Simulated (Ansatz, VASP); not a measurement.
# One calculation of AlN, two programs

```
Al N
1.0
     3.08862    0.00000    0.00000
    -1.54431    2.67482    0.00000
     0.00000    0.00000    4.74584
Al N
2 2
Direct
  0.33333 0.66667 0.00152
  0.66667 0.33333 0.50152
  0.33333 0.66667 0.38348
  0.66667 0.33333 0.88348
```

Change from the starting cell: engineering shear strain xz +0.0000, normal strain along z -0.0400.

Alike in both runs: task relaxation of the atoms; functional LDA; k mesh 9 × 9 × 6; occupations gaussian, width 0.05 eV; no spin polarisation.

|  | VASP | Ansatz |
| --- | --- | --- |
| version | VASP 6.6.1 | Ansatz 0.2.0 |
| potentials or method | VASP PAW LDA potentials, release 64 (Al, N), cutoff 520 eV | scalar-relativistic, plane waves, PAW |
| valence electrons in the cell | 16 | 16 |

```tsv
	VASP	Ansatz	Ansatz less VASP
gap on the k mesh at the Fermi level, each at its own relaxed structure (eV)	4.51	4.51	-0.006
```

Ansatz warns that its potentials were made for another functional, while VASP's fit it. LDA's correlation is that of Perdew and Zunger in VASP and of Perdew and Wang (1992) in Ansatz. Ansatz's warnings: stress scf threshold loose.
